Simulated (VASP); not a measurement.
# Sn (Im-3m) in VASP: further runs

Aim: see how the results for Sn move with the level of theory and the settings. Levels: PBEsol+D3(BJ), PBEsol+D4, RPBE+D3(BJ), RPBE+D4. Tasks: relaxation of cell and atoms.

Program: VASP 6.6.1. These are calculated values, not measurements. Logs are shortened: lines on timing, memory, paths and dates and some standing lists are left out, and cuts for length are marked.

## (1) The cell of the first run

It takes space group Im-3m (No. 229, cubic). Conventional cell: a = 3.789 Å, b = 3.789 Å, c = 3.789 Å, α = 90.00°, β = 90.00°, γ = 90.00°. Sn (site symmetry m-3m) has 14 Sn at 3.28 to 3.79 Å within 4.3 Å.

## (2) Relaxation of cell and atoms, PBEsol+D3(BJ)

File INCAR:

```
SYSTEM = Sn
  PREC = Accurate
  ENCUT = 600
  EDIFF = 1E-6
  ISMEAR = -1
  SIGMA = 0.05
  LREAL = .False.
  LASPH = .True.
  NELM = 60
  ALGO = Fast
  ISIF = 3
  LWAVE = .False.
  LCHARG = .False.
  GGA = PS
  IVDW = 12
  IBRION = 2
  NSW = 60
  EDIFFG = -0.01
```

File KPOINTS:

```
Automatic mesh
0
Gamma
  10 10 10
  0 0 0
```

File POSCAR:

```
Sn
1.0
   -1.8946518192      1.8946518192      1.8946518192
    1.8946518192     -1.8946518192      1.8946518192
    1.8946518192      1.8946518192     -1.8946518192
Sn
1
Direct
    0.0000000000      0.0000000000      0.0000000000
```

Potentials or basis: VASP PAW PBE potentials, release 64 (Sn_d).

Started as:

```sh
$ cat potpaw_PBE.64/Sn_d/POTCAR > POTCAR
$ mpirun -np 1 vasp_std > vasp.out
```

OUTCAR:

```text
SYSTEM = Sn
   PREC = Accurate
   ENCUT = 600
   EDIFF = 1E-6
   ISMEAR = -1
   LREAL = .False.
   LASPH = .True.
   NELM = 60
   ISIF = 3
   GGA = PS
   IVDW = 12
   IBRION = 2
   NSW = 60
   EDIFFG = -0.01
 IVDW          = 12

 ion  position               nearest neighbor table
   1  0.000  0.000  0.000-

  LATTYP: Found a body centered cubic cell.
 ALAT       =     3.7893036384

  Lattice vectors:

 A1 = (  -1.8946518192,   1.8946518192,   1.8946518192)
 A2 = (   1.8946518192,  -1.8946518192,   1.8946518192)
 A3 = (   1.8946518192,   1.8946518192,  -1.8946518192)

Analysis of symmetry for initial positions (statically):
=====================================================================
 Subroutine PRICEL returns:
 Original cell was already a primitive cell.

 Routine SETGRP: Setting up the symmetry group for a
 body centered cubic supercell.

 Subroutine GETGRP returns: Found 48 space group operations
[... 9 lines left out ...]

 Routine SETGRP: Setting up the symmetry group for a
 body centered cubic supercell.

 Subroutine GETGRP returns: Found 48 space group operations
[... 11 lines left out ...]
                                     Primitive cell

  volume of cell :      27.2050

  direct lattice vectors                    reciprocal lattice vectors
    -1.894651819  1.894651819  1.894651819     0.000000000  0.263900731  0.263900731
     1.894651819 -1.894651819  1.894651819     0.263900731  0.000000000  0.263900731
     1.894651819  1.894651819 -1.894651819     0.263900731  0.263900731  0.000000000

  length of vectors
     3.281633214  3.281633214  3.281633214     0.373211993  0.373211993  0.373211993

  position of ions in fractional coordinates (direct lattice)
     0.000000000  0.000000000  0.000000000

  ion indices of the primitive-cell ions
   primitive index   ion index
                 1           1

----------------------------------------------------------------------------------------

 KPOINTS: Automatic mesh

Automatic generation of k-mesh.
 Grid dimensions read from file:
 generate k-points for:   10   10   10

 Generating k-lattice:

  Cartesian coordinates                     Fractional coordinates (reciprocal lattice)
     0.000000000  0.026390073  0.026390073     0.100000000  0.000000000  0.000000000
     0.026390073  0.000000000  0.026390073     0.000000000  0.100000000  0.000000000
     0.026390073  0.026390073  0.000000000     0.000000000  0.000000000  0.100000000

  Length of vectors
     0.037321199  0.037321199  0.037321199

  Shift w.r.t. Gamma in fractional coordinates (k-lattice)
     0.000000000  0.000000000  0.000000000

 Subroutine IBZKPT returns following result:
 ===========================================

 Found     47 irreducible k-points:

 Following reciprocal coordinates:
            Coordinates               Weight
  0.000000  0.000000  0.000000      1.000000
  0.100000  0.000000  0.000000     12.000000
  0.200000  0.000000  0.000000     12.000000
  0.300000  0.000000  0.000000     12.000000
  0.400000  0.000000  0.000000     12.000000
  0.500000  0.000000  0.000000      6.000000
[... 16 lines left out ...]
  0.300000  0.300000  0.100000      8.000000
 -0.300000  0.300000  0.100000     24.000000
 [... further k-points ...]
   k-points           NKPTS =     47   k-points in BZ     NKDIM =     47   number of bands    NBANDS=     11
   number of dos      NEDOS =    301   number of ions     NIONS =      1
   total plane-waves  NPLWV =  21952
   dimension x,y,z NGX =    28 NGY =   28 NGZ =   28
   dimension x,y,z NGXF=    56 NGYF=   56 NGZF=   56
   ions per type =               1
   NGX,Y,Z   is equivalent  to a cutoff of  14.18, 14.18, 14.18 a.u.
   NGXF,Y,Z  is equivalent  to a cutoff of  28.37, 28.37, 28.37 a.u.
 SYSTEM =  Sn
   PREC   = accura    normal or accurate (medium, high low for compatibility)
   ISTART =      0    job   : 0-new  1-cont  2-samecut
   ICHARG =      2    charge: 1-file 2-atom 10-const
   ISPIN  =      1    spin polarized calculation?
   LNONCOLLINEAR =      F non collinear calculations
   LSORBIT =      F    spin-orbit coupling
   LASPH  =      T    aspherical Exc in radial PAW
   ENCUT  =  600.0 eV  44.10 Ry    6.64 a.u.   6.55  6.55  6.55*2*pi/ulx,y,z
   NELM   =     60;   NELMIN=  2; NELMDL= -5     # of ELM steps
   EDIFF  = 0.1E-05   stopping-criterion for ELM
   LREAL  =      F    real-space projection
   EDIFFG = -.1E-01   stopping-criterion for IOM
   NSW    =     60    number of steps for IOM
   IBRION =      2    ionic relax: 0-MD 1-quasi-New 2-CG
   NFREE  =      1    steps in history (QN), initial steepest desc. (CG)
   ISIF   =      3    stress and relaxation
   ISYM   =      2    0-nonsym 1-usesym 2-fastsym
   POTIM  = 0.5000    time-step for ionic-motion
   TEBEG  =    0.0;   TEEND  =   0.0 temperature during run
   PSTRESS=    0.0 pullay stress
   NELECT =      14.0000    total number of electrons
   NUPDOWN=      -1.0000    fix difference up-down
   EMIN   =  10.00;   EMAX   =-10.00  energy-range for DOS
   EFERMI =   0.00;   METHOD = LEGACY
   ISMEAR =    -1;   SIGMA  =   0.05  broadening in eV -4-tet -1-fermi 0-gaus
   EFERMI_NEDOS =   21; number of points for ismear=-14 and -15
   IALGO  =     68    algorithm
   IMIX   =      4    mixing-type and parameters
     AMIX     =   0.40;   BMIX     =  1.00
     AMIX_MAG =   1.60;   BMIX_MAG =  1.00
  volume/ion in A,a.u.               =      27.20       183.59
  Fermi-wavevector in a.u.,A,eV,Ry     =   1.311902  2.479136 23.416813  1.721087
  Thomas-Fermi vector in A             =   2.442332
   LORBIT       =      0    0 simple, 1 ext, 2 COOP (PROOUT), +10 PAW based schemes
   GGA     = PS    functional components
   LHFCALC =     F    Hartree Fock is set to
   AEXX    =    0.0000 exact exchange contribution
   IVDW    =    12    specifies the selected vdW correction
   LEPSILON=     F    determine dielectric tensor
   LRPA    =     F    only Hartree local field effects (RPA)
 conjugate gradient relaxation of ions
 non-spin polarized calculation
 RMM-DIIS sequential band-by-band and
  energy-cutoff  :      600.00
  volume of cell :       27.20
 maximum number of plane-waves:       935
 NGX is ok and might be reduce to    28
   NGX = 13   NGY = 13   NGZ = 13

--------------------------------------- Ionic step        1  -------------------------------------------

 number of electron      13.9999996 magnetization

 Free energy of the ion-electron system (eV)
  ---------------------------------------------------
  ext. energy  EPLUGINS =         0.00000000
  ---------------------------------------------------
  free energy    TOTEN  =        -4.21222722 eV

  energy without entropy =       -4.20490474  energy(sigma->0) =       -4.20856598

------------------------ aborting loop because EDIFF is reached ----------------------------------------

 Edisp (eV)   -0.38882

 E8    (eV) :    -0.2741

  FORCE on cell =-STRESS in cart. coord.  units (eV):
  Direction    XX          YY          ZZ          XY          YZ          ZX
  --------------------------------------------------------------------------------------
  -------------------------------------------------------------------------------------
  Total      -0.76790    -0.76790    -0.76790    -0.00000    -0.00000     0.00000
  in kB     -45.22408   -45.22408   -45.22408    -0.00000    -0.00000     0.00000
  external pressure =      -45.22 kB  Pullay stress =        0.00 kB
[... 59 lines left out ...]
  energy  without entropy=       -4.6329911734  energy(sigma->0) =       -4.63535242

--------------------------------------- Ionic step        3  -------------------------------------------

 number of electron      14.0000000 magnetization

 Free energy of the ion-electron system (eV)
  ---------------------------------------------------
  ext. energy  EPLUGINS =         0.00000000
  ---------------------------------------------------
  free energy    TOTEN  =        -4.21039574 eV

  energy without entropy =       -4.20508610  energy(sigma->0) =       -4.20774092

 E-fermi :   9.0950     XC(G=0): -10.9528

 val. band max:        9.0515741128   @ k =  -0.4000   0.4000   0.4000
 cond. band min:       9.1293599363   @ k =   0.2000   0.2000   0.0000
 fundamental gap:      0.0777858235
 Fermi energy:         9.0949855999

 k-point     1 :       0.0000    0.0000    0.0000
  band No.  band energies     occupation
      1     -12.4204      2.00000
      2     -12.4204      2.00000
      3     -12.4204      2.00000
      4     -12.2357      2.00000
      5     -12.2357      2.00000
      6      -2.7080      2.00000
      7      17.9563      0.00000
      8      17.9563      0.00000
      9      17.9563      0.00000
     10      21.4128      0.00000
     11      21.4128      0.00000
[... 309 lines left out ...]
 k-point    24 :      -0.3000    0.3000    0.1000
  band No.  band energies     occupation
      1     -12.4327      2.00000
      2     -12.3760      2.00000
      3     -12.2798      2.00000
      4     -12.2467      2.00000
      5     -12.2317      2.00000
      6      -0.3385      2.00000
      7       9.3519      0.01166
      8      13.2837      0.00000
      9      14.6599      0.00000
     10      18.5879      0.00000
     11      19.5826      0.00000

 [... further k-points ...]

------------------------ aborting loop because EDIFF is reached ----------------------------------------

 Edisp (eV)   -0.42922

 E8    (eV) :    -0.3029

  FORCE on cell =-STRESS in cart. coord.  units (eV):
  Direction    XX          YY          ZZ          XY          YZ          ZX
  --------------------------------------------------------------------------------------
  -------------------------------------------------------------------------------------
  Total       0.00134     0.00134     0.00134    -0.00000     0.00000     0.00000
  in kB       0.08642     0.08642     0.08642    -0.00000     0.00000     0.00000
  external pressure =        0.09 kB  Pullay stress =        0.00 kB
[... 16 lines left out ...]
  FREE ENERGIE OF THE ION-ELECTRON SYSTEM (eV)
  ---------------------------------------------------
  free  energy   TOTEN  =        -4.6396184261 eV

  energy  without entropy=       -4.6343087840  energy(sigma->0) =       -4.63696361

 reached required accuracy - stopping structural energy minimisation
```

Wall time 31 s (1 thread of Intel Xeon Platinum 8488C (Sapphire Rapids), shared host); peak memory 0.18 GiB.

What came out:

| Quantity | Value |
| --- | --- |
| Free energy | -4.6396 eV |
| Relaxed volume | 24.76 Å³/atom |
| Relaxed cell | a = 3.180 Å, b = 3.180 Å, c = 3.180 Å, α = 109.47°, β = 109.47°, γ = 109.47° |
| Space group after relaxing (to 0.05 Å) | Im-3m (No. 229) |
| Energy gained by relaxing | 38.6 meV/atom |
| Ionic steps | 3 |
| Pressure after relaxing | 0.0 GPa |
| Band gap on the k mesh | zero (band 7 reaches 17.96 eV, above the bottom of band 8 at 6.52 eV) |
| Dispersion energy per atom | -0.429 eV |

The path:
```
step  energy change (eV)  largest force (eV/Å)  pressure (GPa)  volume (Å³)
   1              0.0000                0.0000           -4.52        27.20
   2             -0.0367                0.0000            1.30        24.29
   3             -0.0386                0.0000            0.01        24.76
```

Final structure:
```
Sn
1.0
    -1.83610    1.83610    1.83610
     1.83610   -1.83610    1.83610
     1.83610    1.83610   -1.83610
Sn
1
Cartesian
  0.0000 0.0000 0.0000
```

Levels at points of the mesh, in eV from the Fermi level:
```tsv
k point	band 5	band 6	band 7	band 8	band 9	band 10
(0.00, 0.00, 0.00)	-21.33	-11.80	8.86	8.86	8.86	12.32
(0.50, 0.00, 0.00)	-21.22	-6.52	-4.91	3.93	5.76	8.53
(0.50, 0.50, 0.50)	-21.25	-1.92	-0.58	-0.58	-0.58	3.83
```

Caveat: the PAW data sets were made with another functional, which shifts forces and pressure a little; spin-orbit coupling is left out, which moves the levels of the heavy elements; pairwise dispersion overbinds metals, which lowers pressure and volume.

## (3) Relaxation of cell and atoms, PBEsol+D4

File INCAR:

```
PREC = Accurate
ENCUT = 600
EDIFF = 1E-6
ISMEAR = -1
SIGMA = 0.05
LREAL = False
LASPH = True
NELM = 60
ALGO = Fast
ISIF = 3
LWAVE = False
LCHARG = False
GGA = PS
IVDW = 13
IBRION = 2
NSW = 60
EDIFFG = -0.01
```

File KPOINTS:

```
regular mesh
0
Gamma
  10 10 10
```

POSCAR is that of step 2.

Potentials or basis: VASP PAW PBE potentials, release 64 (Sn_d).

Started as:

```sh
$ cat potpaw_PBE.64/Sn_d/POTCAR > POTCAR
$ mpirun -np 1 vasp_std > vasp.out
```

Wall time 32 s (1 thread of Intel Xeon Platinum 8488C (Sapphire Rapids), shared host); peak memory 0.17 GiB.

Results (log left out):

| Property | Result |
| --- | --- |
| Free energy | -4.4818 eV |
| Relaxed volume | 25.23 Å³/atom |
| Relaxed cell | a = 3.200 Å, b = 3.200 Å, c = 3.200 Å, α = 109.47°, β = 109.47°, γ = 109.47° |
| Space group after relaxing (to 0.05 Å) | Im-3m (No. 229) |
| Energy gained by relaxing | 23.9 meV/atom |
| Ionic steps | 3 |
| Pressure after relaxing | 0.0 GPa |
| Band gap on the k mesh | zero (band 7 reaches 17.52 eV, above the bottom of band 8 at 6.34 eV) |
| Dispersion energy per atom | -0.265 eV |

The path:
| step | energy change (eV) | largest force (eV/Å) | pressure (GPa) | volume (Å³) |
| --- | --- | --- | --- | --- |
| 1 | 0.0000 | 0.0000 | -3.55 | 27.20 |
| 2 | -0.0230 | 0.0000 | 0.82 | 24.90 |
| 3 | -0.0239 | 0.0000 | 0.03 | 25.23 |

Final structure:
```
Sn
1.0
    -1.84769    1.84769    1.84769
     1.84769   -1.84769    1.84769
     1.84769    1.84769   -1.84769
Sn
1
Direct
  0.00000 0.00000 0.00000
```

Levels at points of the mesh, in eV from the Fermi level:
| k point | band 5 | band 6 | band 7 | band 8 | band 9 | band 10 |
| --- | --- | --- | --- | --- | --- | --- |
| (0.00, 0.00, 0.00) | -21.32 | -11.65 | 8.68 | 8.68 | 8.68 | 12.29 |
| (0.50, 0.00, 0.00) | -21.21 | -6.49 | -4.80 | 3.87 | 5.70 | 8.42 |
| (0.50, 0.50, 0.50) | -21.24 | -2.03 | -0.55 | -0.55 | -0.55 | 3.84 |

Caveat: the PAW data sets were made with another functional, which shifts forces and pressure a little; spin-orbit coupling is left out, which moves the levels of the heavy elements; pairwise dispersion overbinds metals, which lowers pressure and volume.

## (4) Relaxation of cell and atoms, RPBE+D3(BJ)

File INCAR:

```
  PREC = Accurate
  ENCUT = 600
  EDIFF = 1E-7
  ISMEAR = -1
  SIGMA = 0.05
  LREAL = False
  LASPH = True
  NELM = 60
  ALGO = Fast
  ISIF = 3
  LWAVE = False
  LCHARG = False
  GGA = RP
  IVDW = 12
  IBRION = 2
  NSW = 60
  EDIFFG = -0.01
```

KPOINTS is that of step 3.

POSCAR is that of step 3.

Started as:

```sh
$ cat potpaw_PBE.64/Sn_d/POTCAR > POTCAR
$ mpirun -np 1 vasp_std > vasp.out
```

Wall time 53 s (1 thread of Intel Xeon Platinum 8488C (Sapphire Rapids), shared host); peak memory 0.18 GiB.

Results (log left out):

```yaml
Free_energy: -5.8842 eV
Relaxed_volume: 20.58 Å³/atom
Relaxed_cell: a = 2.990 Å, b = 2.990 Å, c = 2.990 Å, α = 109.47°, β = 109.47°, γ = 109.47°
Space_group_after_relaxing_to_0.05_Å: Im-3m (No. 229)
Energy_gained_by_relaxing: 476.5 meV/atom
Ionic_steps: 4
Pressure_after_relaxing: 0.0 GPa
Band_gap_on_the_k_mesh: zero (band 7 reaches 23.09 eV, above the bottom of band 8 at 8.82 eV)
Dispersion_energy_per_atom: -3.019 eV
```

The path:
```
step  energy change (eV)  largest force (eV/Å)  pressure (GPa)  volume (Å³)
   1              0.0000                0.0000          -16.96        27.20
   2             -0.2044                0.0000           32.00        17.37
   3             -0.4762                0.0000           -0.69        20.70
   4             -0.4765                0.0000           -0.01        20.58
```

Final structure:
```yaml
crystal:
  lattice:
    - [-1.72629, 1.72629, 1.72629]
    - [1.72629, -1.72629, 1.72629]
    - [1.72629, 1.72629, -1.72629]
  atoms:
    - { symbol: Sn, position: [0.00000, 0.00000, 0.00000] }
```

Levels at points of the mesh, in eV from the Fermi level:
```csv
k point,band 5,band 6,band 7,band 8,band 9,band 10
"(0.00, 0.00, 0.00)",-21.64,-13.43,11.01,11.01,11.01,12.50
"(0.50, 0.00, 0.00)",-21.45,-6.74,-6.06,4.67,6.31,9.29
"(0.50, 0.50, 0.50)",-21.50,-0.85,-0.85,-0.85,-0.48,3.72
```

Caveat: the volume moved by over 15 % at a fixed basis, so the end points are rough; the PAW data sets were made with another functional, which shifts forces and pressure a little; spin-orbit coupling is left out, which moves the levels of the heavy elements; pairwise dispersion overbinds metals, which lowers pressure and volume.

## (5) Relaxation of cell and atoms, RPBE+D4

File INCAR:

```
SYSTEM = Sn
PREC = Accurate
ENCUT = 600
EDIFF = 1E-6
ISMEAR = -1
SIGMA = 0.05
LREAL = .FALSE.
LASPH = .TRUE.
NELM = 100
ALGO = Normal
ISIF = 3
LWAVE = .FALSE.
LCHARG = .FALSE.
GGA = RP
IVDW = 13
IBRION = 2
NSW = 60
EDIFFG = -0.01
```

File KPOINTS:

```
regular mesh
0
G
  10 10 10
  0 0 0
```

POSCAR is that of step 4.

Started as:

```sh
$ cat potpaw_PBE.64/Sn_d/POTCAR > POTCAR
$ mpirun -np 1 vasp_std > vasp.out
```

It took 24 s on 1 thread of Intel Xeon Platinum 8488C (Sapphire Rapids), shared host; peak memory 0.17 GiB.

It converged, with:

```yaml
Free_energy: -4.1621 eV
Relaxed_volume: 26.04 Å³/atom
Relaxed_cell: a = 3.234 Å, b = 3.234 Å, c = 3.234 Å, α = 109.47°, β = 109.47°, γ = 109.47°
Space_group_after_relaxing_to_0.05_Å: Im-3m (No. 229)
Energy_gained_by_relaxing: 7.8 meV/atom
Ionic_steps: 3
Pressure_after_relaxing: 0.0 GPa
Band_gap_on_the_k_mesh: zero (band 7 reaches 17.18 eV, above the bottom of band 8 at 6.31 eV)
Dispersion_energy_per_atom: -0.796 eV
```

Step by step:
```csv
step,energy change (eV),largest force (eV/Å),pressure (GPa),volume (Å³)
1,0.0000,0.0000,-1.95,27.20
2,-0.0077,0.0000,0.26,25.92
3,-0.0078,0.0000,0.02,26.04
```

Final structure:
```xyz
1
Lattice="-1.8671 1.8671 1.8671 1.8671 -1.8671 1.8671 1.8671 1.8671 -1.8671" Properties=species:S:1:pos:R:3 pbc="T T T"
Sn    0.0000    0.0000    0.0000
```

Levels at points of the mesh, in eV from the Fermi level:
```csv
k point,band 4,band 5,band 6,band 7,band 8,band 9,band 10,band 11
"(0.00, 0.00, 0.00)",-21.51,-21.51,-11.39,8.45,8.45,8.45,12.16,12.16
"(0.50, 0.00, 0.00)",-21.51,-21.41,-6.41,-4.65,3.79,5.62,8.19,8.36
"(0.50, 0.50, 0.50)",-21.43,-21.43,-2.13,-0.51,-0.51,-0.51,3.78,3.78
```

Caveat: the PAW data sets were made with another functional, which shifts forces and pressure a little; spin-orbit coupling is left out, which moves the levels of the heavy elements; pairwise dispersion overbinds metals, which lowers pressure and volume.

## (6) Summary

```tsv
level	gap on the mesh (eV)	pressure (GPa)	relaxed volume (Å³/atom)
PBEsol+D3(BJ)	none	0.0	24.76
PBEsol+D4	none	0.0	25.23
RPBE+D3(BJ)	none	0.0	20.58
RPBE+D4	none	0.0	26.04
```

Alike in all rows: task relaxation of cell and atoms; potentials or basis VASP PAW PBE potentials, release 64 (Sn_d); no spin polarisation; cell relaxed; k mesh 10 × 10 × 10; cutoff (eV) 600; smearing fermi-dirac 0.05 eV.

Caveats: the PAW data sets were made with another functional, which shifts forces and pressure a little; spin-orbit coupling is left out, which moves the levels of the heavy elements; pairwise dispersion overbinds metals, which lowers pressure and volume; the volume moved by over 15 % at a fixed basis, so the end points are rough (some runs).

Total energies depend on the potentials used, so only differences within one code and one set of settings carry meaning.
